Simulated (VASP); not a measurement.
A run of VASP 6.6.1 is set up as follows.

POSCAR

```
MnO
1.0
    0.0000000000      2.2239077028      2.2239077028
    2.2239077028      0.0000000000      2.2239077028
    2.2239077028      2.2239077028      0.0000000000
Mn O
1 1
Direct
    0.0000000000      0.0000000000      0.0000000000
    0.5000000000      0.5000000000      0.5000000000
```

File INCAR.step1:

```
SYSTEM = MnO
PREC = Accurate
ENCUT = 520
EDIFF = 1E-5
ISMEAR = -1
SIGMA = 0.05
LREAL = .False.
LASPH = .True.
NELM = 150
ALGO = Normal
ISIF = 2
LWAVE = .True.
LCHARG = .False.
ISPIN = 2
MAGMOM = 4 0
LORBIT = 11
LMAXMIX = 4
NBANDS = 20
GGA = PE
```

INCAR.step2

```
SYSTEM = MnO
PREC = Accurate
ENCUT = 520
EDIFF = 1E-6
ISMEAR = -1
SIGMA = 0.05
LREAL = .False.
LASPH = .True.
NELM = 150
ALGO = Normal
ISIF = 2
LWAVE = .False.
LCHARG = .False.
ISPIN = 2
MAGMOM = 4 0
LORBIT = 11
LMAXMIX = 4
METAGGA = R2SCAN
LHFCALC = .True.
AEXX = 0.5
LMIXTAU = .True.
PRECFOCK = Normal
NBANDS = 20
ISTART = 1
```

The input KPOINTS:

```
regular mesh
0
Gamma
  5 5 5
  0 0 0
```

Potentials or basis: VASP PAW PBE potentials, release 64 (Mn_pv, O).

Launch:

```sh
$ cat potpaw_PBE.64/Mn_pv/POTCAR potpaw_PBE.64/O/POTCAR > POTCAR
$ cp INCAR.step1 INCAR
$ mpirun -np 1 vasp_std > vasp.out
$ cp INCAR.step2 INCAR
$ mpirun -np 1 vasp_std > vasp.out
```

(1) Estimate the band gap on the k mesh.

(2) What does it give for the net moment?

(3) What does it give for the pressure?

(4) What does it give for the site moments?

Answers

(1) 5.35 eV (least direct gap 7.37 eV).

(2) 5.00 μB per cell.

(3) -2.6 GPa.

(4) Mn +4.65; O +0.19 μB.

Caveat: the k points lie up to 0.49 Å⁻¹ apart; the PAW data sets were made with another functional, which shifts forces and pressure a little; an odd mesh through Γ misses points on the zone boundary, where band edges can lie; a cell with one magnetic atom can't hold antiferromagnetic order, which such compounds often take.
